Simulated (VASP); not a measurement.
# Se (I4_1/amd) in VASP: a series of runs

Runs on Se. Level: PBE. Tasks: single point, relaxation of cell and atoms.

Everything below comes from runs of VASP 6.6.1. Logs are shortened: lines on timing, memory, paths and dates and some standing lists are left out, and cuts for length are marked.

## Step 1: The cell of the first run

Symmetry: I4_1/amd, No. 141, tetragonal system. The conventional cell has a = 4.520 Å, b = 4.520 Å, c = 10.901 Å, α = 90.00°, β = 90.00°, γ = 90.00°. Se (site symmetry 2mm) has 5 Se at 2.30 to 2.96 Å within 3.0 Å. Within 3.0 Å of Se (site symmetry -4m2) lie 6 Se at 2.30 to 2.32 Å.

The cell was built from a structure type or drawn by symmetry, and may not be a known phase.

## Step 2: Single point, PBE

The input, INCAR:

```
ALGO = Normal ; EDIFF = 1E-7
ENCUT = 520 ; GGA = PE
ISIF = 2 ; ISMEAR = 0
LASPH = True ; LCHARG = True
LELF = True ; LREAL = False
LVHAR = True ; LWAVE = False
NBANDS = 27 ; NELM = 60
PREC = Accurate ; SIGMA = 0.1
```

The input, KPOINTS:

```
k-points
0
Gamma
  6 6 6
```

The input, POSCAR:

```
Se
1.0
   -2.2601148900      2.2601148900      5.4503532500
    2.2601148900     -2.2601148900      5.4503532500
    2.2601148900      2.2601148900     -5.4503532500
Se
6
Direct
    0.7872112300      0.7872112300      0.0000000000
    0.5372112300      0.0372112300      0.5000000000
    0.9627887700      0.4627887700      0.5000000000
    0.2127887700      0.2127887700      0.0000000000
    0.0000000000      0.0000000000      0.0000000000
    0.7500000000      0.2500000000      0.5000000000
```

Potentials or basis: VASP PAW PBE potentials, release 64 (Se).

Command:

```
$ cat potpaw_PBE.64/Se/POTCAR > POTCAR
$ mpirun -np 1 vasp_std > vasp.out
```

OUTCAR:

```text
EDIFF = 1E-7
   ENCUT = 520
   GGA = PE
   ISIF = 2
   ISMEAR = 0
   LASPH = True
   LREAL = False
   NELM = 60
   PREC = Accurate

 ion  position               nearest neighbor table
   1  0.787  0.787  0.000-   6 2.30   6 2.30   5 2.32
   2  0.537  0.037  0.500-   5 2.30   5 2.30   6 2.32
   3  0.963  0.463  0.500-   5 2.30   5 2.30   6 2.32
   4  0.213  0.213  0.000-   6 2.30   6 2.30   5 2.32
   5  0.000  0.000  0.000-   3 2.30   2 2.30   2 2.30   3 2.30   1 2.32   4 2.32
   6  0.750  0.250  0.500-   4 2.30   1 2.30   1 2.30   4 2.30   3 2.32   2 2.32

  LATTYP: Found a body centered tetragonal cell.
 ALAT       =     4.5202297800
 C/A-ratio  =     2.4115381365

  Lattice vectors:

 A1 = (  -2.2601148900,   2.2601148900,   5.4503532500)
 A2 = (   2.2601148900,  -2.2601148900,   5.4503532500)
 A3 = (   2.2601148900,   2.2601148900,  -5.4503532500)

Analysis of symmetry for initial positions (statically):
=====================================================================
 Subroutine PRICEL returns:
 Original cell was already a primitive cell.

 Routine SETGRP: Setting up the symmetry group for a
 body centered tetragonal supercell.

 Subroutine GETGRP returns: Found 16 space group operations
 (whereof  8 operations were pure point group operations)
 out of a pool of 16 trial point group operations.

The static configuration has the point symmetry D_2d.
 The point group associated with its full space group is D_4h.

Analysis of symmetry for dynamics (positions and initial velocities):
=====================================================================
 Subroutine PRICEL returns:
 Original cell was already a primitive cell.

 Routine SETGRP: Setting up the symmetry group for a
 body centered tetragonal supercell.

 Subroutine GETGRP returns: Found 16 space group operations
 (whereof  8 operations were pure point group operations)
 out of a pool of 16 trial point group operations.

The dynamic configuration has the point symmetry D_2d.
 The point group associated with its full space group is D_4h.

 Subroutine INISYM returns: Found 16 space group operations
 (whereof  8 operations are pure point group operations),
 and found     1 'primitive' translations

----------------------------------------------------------------------------------------

[... 100 lines left out ...]
   EDIFF  = 0.1E-06   stopping-criterion for ELM
   LREAL  =      F    real-space projection
   EDIFFG = 0.1E-05   stopping-criterion for IOM
   NSW    =      0    number of steps for IOM
   IBRION =     -1    ionic relax: 0-MD 1-quasi-New 2-CG
   NFREE  =      0    steps in history (QN), initial steepest desc. (CG)
   ISIF   =      2    stress and relaxation
   ISYM   =      2    0-nonsym 1-usesym 2-fastsym
   POTIM  = 0.5000    time-step for ionic-motion
   TEBEG  =    0.0;   TEEND  =   0.0 temperature during run
   PSTRESS=    0.0 pullay stress
   NELECT =      36.0000    total number of electrons
   NUPDOWN=      -1.0000    fix difference up-down
   EMIN   =  10.00;   EMAX   =-10.00  energy-range for DOS
   EFERMI =   0.00;   METHOD = LEGACY
   ISMEAR =     0;   SIGMA  =   0.10  broadening in eV -4-tet -1-fermi 0-gaus
   EFERMI_NEDOS =   21; number of points for ismear=-14 and -15
   IALGO  =     38    algorithm
   IMIX   =      4    mixing-type and parameters
     AMIX     =   0.40;   BMIX     =  1.00
     AMIX_MAG =   1.60;   BMIX_MAG =  1.00
  volume/ion in A,a.u.               =      18.56       125.25
  Fermi-wavevector in a.u.,A,eV,Ry     =   1.123554  2.123208 17.175621  1.262373
  Thomas-Fermi vector in A             =   2.260220
   LORBIT       =      0    0 simple, 1 ext, 2 COOP (PROOUT), +10 PAW based schemes
   GGA     = PE    functional components
   LHFCALC =     F    Hartree Fock is set to
   AEXX    =    0.0000 exact exchange contribution
   IVDW    =     0    specifies the selected vdW correction
   LEPSILON=     F    determine dielectric tensor
   LRPA    =     F    only Hartree local field effects (RPA)
 non-spin polarized calculation
 Gauss-broadening in eV      SIGMA  =   0.10
  energy-cutoff  :      520.00
  volume of cell :      111.36
 maximum number of plane-waves:      3025
   NGX = 23   NGY = 23   NGZ = 23

 number of electron      35.9999999 magnetization

 Free energy of the ion-electron system (eV)
  ---------------------------------------------------
  ext. energy  EPLUGINS =         0.00000000
  ---------------------------------------------------
  free energy    TOTEN  =       -11.63074327 eV

  energy without entropy =      -11.62809830  energy(sigma->0) =      -11.62942078

 E-fermi :   6.8528     XC(G=0): -10.5045

 val. band max:        6.7589135524   @ k =   0.3333   0.1667   0.1667
 cond. band min:       6.9086663151   @ k =   0.3333   0.3333   0.1667
 fundamental gap:      0.1497527626
 Fermi energy:         6.8528406724

 k-point     1 :       0.0000    0.0000    0.0000
  band No.  band energies     occupation
      1     -13.3268      2.00000
      2     -10.2816      2.00000
      3      -8.3169      2.00000
      4      -6.1889      2.00000
      5      -5.3239      2.00000
      6      -3.0454      2.00000
[... 709 lines left out ...]
     26      13.7957      0.00000
     27      13.8634      0.00000

 [... further k-points ...]

------------------------ aborting loop because EDIFF is reached ----------------------------------------

  FORCE on cell =-STRESS in cart. coord.  units (eV):
  Direction    XX          YY          ZZ          XY          YZ          ZX
  --------------------------------------------------------------------------------------
  -------------------------------------------------------------------------------------
  Total       38.7107506     38.7107506     33.5143083      0.0000000      0.0000000      0.0000000
  in kB      556.9247260    556.9247260    482.1644291      0.0000000      0.0000000      0.0000000
  external PRESSURE =     532.0046270 kB  Pullay stress =       0.0000000 kB

 VOLUME and BASIS-vectors are now :
 -----------------------------------------------------------------------------
  energy-cutoff  :      520.00
  volume of cell :      111.36
      direct lattice vectors                 reciprocal lattice vectors
    -2.260114890  2.260114890  5.450353250     0.000000000  0.221227692  0.091737173
     2.260114890 -2.260114890  5.450353250     0.221227692  0.000000000  0.091737173
     2.260114890  2.260114890 -5.450353250     0.221227692  0.221227692  0.000000000

 POSITION                                       TOTAL-FORCE (eV/Angst)
 -----------------------------------------------------------------------------------
      0.00000      0.00000      8.58116        -0.000000      0.000000     -2.337712
     -0.00000      2.26011      0.40563         0.000000     -0.000000     -2.337712
     -0.00000      2.26011      5.04472         0.000000     -0.000000      2.337712
      0.00000      0.00000      2.31955        -0.000000      0.000000      2.337712
      0.00000      0.00000      0.00000        -0.000000     -0.000000     -0.000000
      0.00000      2.26011      2.72518        -0.000000     -0.000000     -0.000000
 -----------------------------------------------------------------------------------
    total drift:                               -0.000000     -0.000000      0.000000

  FREE ENERGIE OF THE ION-ELECTRON SYSTEM (eV)
  ---------------------------------------------------
  free  energy   TOTEN  =       -11.6307432673 eV

  energy  without entropy=      -11.6280982982  energy(sigma->0) =      -11.62942078
```

OSZICAR:

```text
N       E                     dE             d eps       ncg     rms          rms(c)
DAV:   1     0.201840587057E+03    0.20184E+03   -0.15933E+04  1620   0.118E+03
DAV:   2     0.139708898057E+01   -0.20044E+03   -0.19274E+03  2009   0.207E+02
DAV:   3    -0.120410524097E+02   -0.13438E+02   -0.13272E+02  2082   0.559E+01
DAV:   4    -0.121933150667E+02   -0.15226E+00   -0.15183E+00  1999   0.655E+00
DAV:   5    -0.121949186536E+02   -0.16036E-02   -0.16030E-02  2004   0.660E-01    0.212E+01
DAV:   6    -0.116813663036E+02    0.51355E+00   -0.75070E-01  1883   0.421E+00    0.131E+01
DAV:   7    -0.116497810385E+02    0.31585E-01   -0.55567E-01  2019   0.318E+00    0.237E+00
DAV:   8    -0.116300262735E+02    0.19755E-01   -0.87926E-02  1757   0.152E+00    0.434E-01
DAV:   9    -0.116307745513E+02   -0.74828E-03   -0.10324E-02  1970   0.465E-01    0.146E-01
DAV:  10    -0.116307320763E+02    0.42475E-04   -0.12568E-04  1990   0.631E-02    0.637E-02
DAV:  11    -0.116307426102E+02   -0.10534E-04   -0.27347E-05  1959   0.301E-02    0.158E-02
DAV:  12    -0.116307431770E+02   -0.56684E-06   -0.44038E-06  1999   0.107E-02    0.314E-03
DAV:  13    -0.116307432948E+02   -0.11777E-06   -0.86549E-07  1831   0.501E-03    0.252E-03
DAV:  14    -0.116307432673E+02    0.27469E-07   -0.39727E-08  1034   0.101E-03
   1 F= -.11630743E+02 E0= -.11629421E+02  d E =-.264497E-02
```

stdout:

```text
POSCAR found type information on POSCAR Se
 POSCAR found :  1 types and       6 ions
 scaLAPACK will be used
 LDA part: xc-table for (Slater+PW92), standard interpolation
 POSCAR, INCAR and KPOINTS ok, starting setup
 FFT: planning ... GRIDC
 FFT: planning ... GRID_SOFT
 FFT: planning ... GRID
 WAVECAR not read
 entering main loop
```

Run time: 75 s. Hardware: 1 thread of AMD EPYC 9R45 (Zen 5), shared host; peak memory 0.3 GiB.

What came out:

| Item | Value |
| --- | --- |
| Free energy | -11.6307 eV |
| Pressure | 53.2 GPa |
| Largest force | 2.338 eV/Å |
| Band gap on the k mesh | zero (bands 18 and 19 overlap by 0.08 eV) |

Forces on the atoms (eV/Å):
```
Se   0.000  0.000 -2.338
Se   0.000  0.000 -2.338
Se   0.000  0.000  2.338
Se   0.000  0.000  2.338
Se   0.000  0.000  0.000
Se   0.000  0.000  0.000
```

Levels at points of the mesh, in eV from the Fermi level:
| k point | band 14 | band 15 | band 16 | band 17 | band 18 | band 19 | band 20 | band 21 | band 22 | band 23 |
| --- | --- | --- | --- | --- | --- | --- | --- | --- | --- | --- |
| (0.00, 0.00, 0.00) | -1.57 | -1.57 | -1.41 | -1.41 | 0.14 | 1.42 | 2.86 | 2.86 | 3.29 | 3.88 |
| (0.50, 0.00, 0.00) | -2.82 | -2.17 | -1.81 | -1.25 | -0.90 | 0.30 | 0.33 | 2.10 | 2.62 | 4.11 |
| (0.50, 0.50, 0.00) | -2.86 | -0.86 | -0.86 | -0.74 | -0.74 | 0.23 | 0.23 | 0.92 | 0.92 | 2.60 |
| (0.50, 0.50, 0.50) | -2.77 | -1.74 | -1.74 | -1.14 | -1.14 | 3.01 | 3.01 | 3.67 | 3.67 | 4.36 |

Caveat: the cell stands under pressure; forces of over 1 eV/Å act on the atoms, so gaps and moduli don't describe the material at rest.

## Step 3: Single point, PBE

This run uses another cell than the first one, of 24.38 Å³/atom.

The input, INCAR:

```
ALGO = Normal
EDIFF = 1E-6
ENCUT = 520
GGA = PE
ISIF = 2
ISMEAR = 0
LASPH = True
LCHARG = False
LREAL = False
LWAVE = False
NBANDS = 27
NELM = 100
PREC = Accurate
SIGMA = 0.1
```

KPOINTS is that of step 2.

The input, POSCAR:

```
Se
1.0
   -2.6755190441      2.6755190441      5.1091251829
    2.6755190441     -2.6755190441      5.1091251829
    2.6755190441      2.6755190441     -5.1091251829
Se
6
Direct
    0.7388184171      0.7388184171      0.0000000000
    0.4888184171     -0.0111815829      0.5000000000
    1.0111815829      0.5111815829      0.5000000000
    0.2611815829      0.2611815829      0.0000000000
    0.0000000000      0.0000000000      0.0000000000
    0.7500000000      0.2500000000      0.5000000000
```

Potentials or basis: VASP PAW PBE potentials, release 64 (Se).

Command:

```
$ cat potpaw_PBE.64/Se/POTCAR > POTCAR
$ mpirun -np 1 vasp_std > vasp.out
```

Wall time 71 s (1 thread of AMD EPYC 9R45 (Zen 5), shared host); peak memory 0.31 GiB.

Results (log left out):

```
Free energy            : -19.0320 eV
Pressure               : 0.2 GPa
Band gap on the k mesh : zero (bands 18 and 19 overlap by 0.57 eV)
```

Stress tensor (GPa, compression positive):
```
0.24 0.00 0.00
0.00 0.24 0.00
0.00 0.00 0.12
```

Levels at points of the mesh, in eV from the Fermi level:
```tsv
k point	band 15	band 16	band 17	band 18	band 19	band 20	band 21	band 22
(0.00, 0.00, 0.00)	-1.12	-0.73	0.15	0.15	1.95	2.74	3.74	3.74
(0.50, 0.00, 0.00)	-1.18	-0.75	-0.75	-0.67	-0.26	-0.14	2.12	2.92
(0.50, 0.50, 0.00)	-1.08	-1.08	-0.66	-0.66	0.16	0.16	0.29	0.29
(0.50, 0.50, 0.50)	-1.17	-1.17	-0.32	-0.32	2.71	2.71	3.96	3.96
```

## Step 4: Relaxation of cell and atoms, PBE

The input, INCAR:

```
SYSTEM = Se
PREC = Accurate ; ENCUT = 600
EDIFF = 1E-7 ; ISMEAR = 0
SIGMA = 0.1 ; LREAL = .False.
LASPH = .True. ; NELM = 60
ALGO = Normal ; ISIF = 3
LWAVE = .False. ; LCHARG = .False.
GGA = PE ; IBRION = 2
NSW = 90 ; EDIFFG = -0.04
```

The input, KPOINTS:

```
regular mesh
0
Gamma
  6 6 6
  0 0 0
```

The input, POSCAR:

```
Se
1.0
   -2.2601148900      2.2601148900      5.4503532500
    2.2601148900     -2.2601148900      5.4503532500
    2.2601148900      2.2601148900     -5.4503532500
Se
6
Direct
    0.7872112300      0.7872112300      0.0000000000
    0.5372112300      0.0372112300      0.5000000000
    0.9627887700      0.4627887700      0.5000000000
    0.2127887700      0.2127887700      0.0000000000
    0.0000000000      0.0000000000      0.0000000000
    0.7500000000      0.2500000000      0.5000000000
```

Command:

```
$ cat potpaw_PBE.64/Se/POTCAR > POTCAR
$ mpirun -np 1 vasp_std > vasp.out
```

It took 17 min on 1 thread of AMD EPYC 9R45 (Zen 5), shared host; peak memory 0.36 GiB.

The run converged. Its results:

| Property | Result |
| --- | --- |
| Free energy | -19.0301 eV |
| Relaxed volume | 24.54 Å³/atom |
| Relaxed cell | a = 6.375 Å, b = 6.375 Å, c = 6.375 Å, α = 130.28°, β = 130.28°, γ = 72.95° |
| Space group after relaxing (to 0.1 Å) | I4_1/amd (No. 141) |
| Energy gained by relaxing | 1233.0 meV/atom |
| Ionic steps | 20 |
| Pressure after relaxing | -0.1 GPa |
| Largest force after relaxing | 0.008 eV/Å |
| Band gap on the k mesh | zero (bands 18 and 19 overlap by 0.56 eV) |

Forces on the atoms (eV/Å):
```
Se   0.000  0.000  0.008
Se   0.000  0.000  0.008
Se   0.000  0.000 -0.008
Se   0.000  0.000 -0.008
Se   0.000  0.000  0.000
Se   0.000  0.000  0.000
```

The path:
```csv
step,energy change (eV),largest force (eV/Å),pressure (GPa),volume (Å³)
1,0.0000,2.3374,53.20,111.36
2,-4.5187,0.6704,-7.66,243.06
3,-7.0158,0.0026,-0.27,171.40
4,-7.0152,0.0212,0.12,170.03
5,-7.1012,0.3468,0.07,169.97
6,-7.1016,0.3703,0.08,169.96
7,-7.1246,0.3391,-0.24,170.28
8,-7.1757,0.2272,-1.20,171.22
9,-7.1857,0.0230,-2.99,173.00
10,-7.1965,0.0895,-2.22,172.24
11,-7.2056,0.0858,-2.19,171.70
12,-7.2317,0.0754,-2.08,170.11
13,-7.2774,0.0559,-1.83,166.95
14,-7.3438,0.0308,-1.26,160.68
15,-7.3925,0.0375,0.36,148.41
16,-7.3926,0.0399,0.49,147.62
17,-7.3958,0.0128,0.20,147.65
18,-7.3974,0.0272,-0.20,147.68
19,-7.3974,0.0226,-0.15,147.68
20,-7.3981,0.0083,-0.11,147.27
```

Final structure:
```
CELL_PARAMETERS angstrom
-2.67994 2.67994 5.12620
2.67994 -2.67994 5.12620
2.67994 2.67994 -5.12620
ATOMIC_POSITIONS crystal
Se 0.73937 0.73937 0.00000
Se 0.48937 0.98937 0.50000
Se 0.01063 0.51063 0.50000
Se 0.26063 0.26063 0.00000
Se 0.00000 0.00000 0.00000
Se 0.75000 0.25000 0.50000
```

Levels at points of the mesh, in eV from the Fermi level:
```csv
k point,band 16,band 17,band 18,band 19,band 20,band 21
"(0.00, 0.00, 0.00)",-0.73,0.14,0.14,1.94,2.74,3.73
"(0.50, 0.00, 0.00)",-0.74,-0.74,-0.66,-0.26,-0.13,2.10
"(0.50, 0.50, 0.00)",-1.07,-0.66,-0.66,0.15,0.15,0.30
"(0.50, 0.50, 0.50)",-1.14,-0.31,-0.31,2.71,2.71,3.93
```

Caveat: the volume moved by over 15 % at a fixed basis, so the end points are rough.

## Step 5: Single point, PBE

This run uses another cell than the first one, of 24.44 Å³/atom.

The input, INCAR:

```
ALGO = Normal
EDIFF = 1E-7
ENCUT = 520
GGA = PE
ISIF = 2
ISMEAR = 0
LASPH = True
LCHARG = False
LREAL = False
LWAVE = False
NBANDS = 27
NELM = 80
PREC = Accurate
SIGMA = 0.1
```

The input, KPOINTS:

```
k-points
0
Gamma
  10 10 10
```

The input, POSCAR:

```
Se
1.0
   -2.6892085007      2.6892085007      5.0695084723
    2.6892085007     -2.6892085007      5.0695084723
    2.6892085007      2.6892085007     -5.0695084723
Se
6
Direct
    0.7388407796      0.7388407796      0.0000000000
    0.4888407796      0.9888407796      0.5000000000
    0.0111592204      0.5111592204      0.5000000000
    0.2611592204      0.2611592204      0.0000000000
    0.0000000000      0.0000000000      0.0000000000
    0.7500000000      0.2500000000      0.5000000000
```

Command:

```
$ cat potpaw_PBE.64/Se/POTCAR > POTCAR
$ mpirun -np 1 vasp_std > vasp.out
```

It took 3.9 min on 1 thread of AMD EPYC 9R45 (Zen 5), shared host; peak memory 0.47 GiB.

It converged, with:

```yaml
Free_energy: -19.0497 eV
Pressure: 0.0 GPa
Largest_force: 0.003 eV/Å
Band_gap_on_the_k_mesh: zero (bands 18 and 19 overlap by 0.78 eV)
```

Forces in eV/Å, atoms in the order of the input:
```
Se   0.000  0.000 -0.003
Se   0.000  0.000 -0.003
Se   0.000  0.000  0.003
Se   0.000  0.000  0.003
Se   0.000  0.000  0.000
Se   0.000  0.000  0.000
```

Levels at points of the mesh, in eV from the Fermi level:
```csv
k point,band 14,band 15,band 16,band 17,band 18,band 19,band 20,band 21,band 22,band 23
"(0.00, 0.00, 0.00)",-1.70,-1.15,-0.77,0.12,0.12,2.07,2.80,3.55,3.55,4.31
"(0.50, 0.00, 0.00)",-1.55,-1.22,-0.82,-0.80,-0.70,-0.28,-0.16,2.19,2.95,3.61
"(0.50, 0.50, 0.00)",-2.06,-1.13,-1.13,-0.73,-0.73,0.15,0.15,0.22,0.22,2.07
"(0.50, 0.50, 0.50)",-1.55,-1.23,-1.23,-0.36,-0.36,2.75,2.75,3.76,3.76,4.13
```

## Step 6: Summary

```csv
task,cell,k mesh,cutoff (eV),gap on the mesh (eV),pressure (GPa),largest force (eV/Å)
single point,"a = 6.318 Å, angles 138.1, 138.1, 60.8°, 6 atoms, atomic positions A",6 × 6 × 6,520,none,53.2,2.34
single point,"a = 6.358 Å, angles 130.2, 130.2, 73.0°, 6 atoms, atomic positions B",6 × 6 × 6,520,none,0.2,-
relaxation of cell and atoms,"relaxed from a = 6.318 Å, angles 138.1, 138.1, 60.8°, 6 atoms, atomic positions A",6 × 6 × 6,600,none,-0.1,0.01
single point,"a = 6.337 Å, angles 129.8, 129.8, 73.8°, 6 atoms, atomic positions B",10 × 10 × 10,520,none,0.0,-
```

Alike in all rows: level PBE; potentials or basis VASP PAW PBE potentials, release 64 (Se); no spin polarisation; smearing gaussian 0.1 eV.

Caveats: the cell stands under pressure (at least some runs); forces of over 1 eV/Å act on the atoms, so gaps and moduli don't describe the material at rest (at least some runs); the volume moved by over 15 % at a fixed basis, so the end points are rough (at least some runs).

Absolute energies hang on the potentials; compare differences alone.
